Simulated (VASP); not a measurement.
A run of VASP 6.6.1 is set up as follows.

INCAR

```
PREC = Accurate
ENCUT = 520
EDIFF = 1E-7
ISMEAR = 0
SIGMA = 0.15
LREAL = F
LASPH = T
NELM = 60
ALGO = Fast
ISIF = 2
LWAVE = F
LCHARG = T
GGA = PS
LELF = T
LVHAR = T
NBANDS = 12
```

The input KPOINTS:

```
Automatic mesh
0
Gamma
  20 20 20
```

POSCAR

```
Nb
1.0
    0.0660937500      2.1150000000      2.1150000000
    2.1150000000      0.0660937500      2.1150000000
    2.1810937500      2.1810937500      0.0000000000
Nb
1
Direct
    0.0000000000      0.0000000000      0.0000000000
```

Potentials or basis: VASP PAW PBE potentials, release 64 (Nb_sv).

Run with:

```sh
$ cat potpaw_PBE.64/Nb_sv/POTCAR > POTCAR
$ mpirun -np 1 vasp_std > vasp.out
```

Question: Estimate the pressure.

Answer: -7.3 GPa.

Question: What does it give for the band gap on the k mesh?

Answer: Zero (an odd number of electrons rules out a gap without spin polarisation).

Stress tensor (GPa, compression positive):
```
-7.27  2.20  0.00
 2.20 -7.27  0.00
 0.00  0.00 -7.46
```

Caveat: the cell differs from its parent crystal (strain +0.0625 x Voigt [0, 0, 0, 0, 0, 1]); the cell stands under tension; the PAW data sets were made with another functional, which shifts forces and pressure a little.
